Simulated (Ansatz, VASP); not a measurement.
PbSe: VASP beside Ansatz

```
Pb Se
1.0
     0.00000    2.95489    2.90791
     2.95489    0.00000    2.90791
     2.95489    2.95489    0.00000
Pb Se
1 1
Direct
  0.00000 0.00000 0.00000
  0.50000 0.50000 0.50000
```

Alike in both runs: task single point; functional PBE; dispersion D3(BJ); k mesh 10 × 10 × 10; occupations gaussian, width 0.03 eV; no spin polarisation.

|  | VASP | Ansatz |
| --- | --- | --- |
| version | VASP 6.6.1 | Ansatz 0.2.0 |
| potentials or method | VASP PAW PBE potentials, release 64 (Pb_d, Se), cutoff 520 eV | scalar-relativistic, plane waves, PAW |
| valence electrons in the cell | 20 | 30 |

```tsv
	VASP	Ansatz	Ansatz less VASP
gap on the k mesh at the Fermi level (eV)	0.20	0.20	+0.006
least direct gap on the mesh (eV)	0.20	0.20	+0.006
pressure (GPa)	8.7	8.7	0.00
traceless stress, the component that is largest in VASP (GPa)	2.33	2.33	-0.005
```

VASP's potentials hold 20 valence electrons a cell and Ansatz's 30, so a difference there can come from the potentials and not from the codes.

Neither program's run includes spin-orbit coupling.
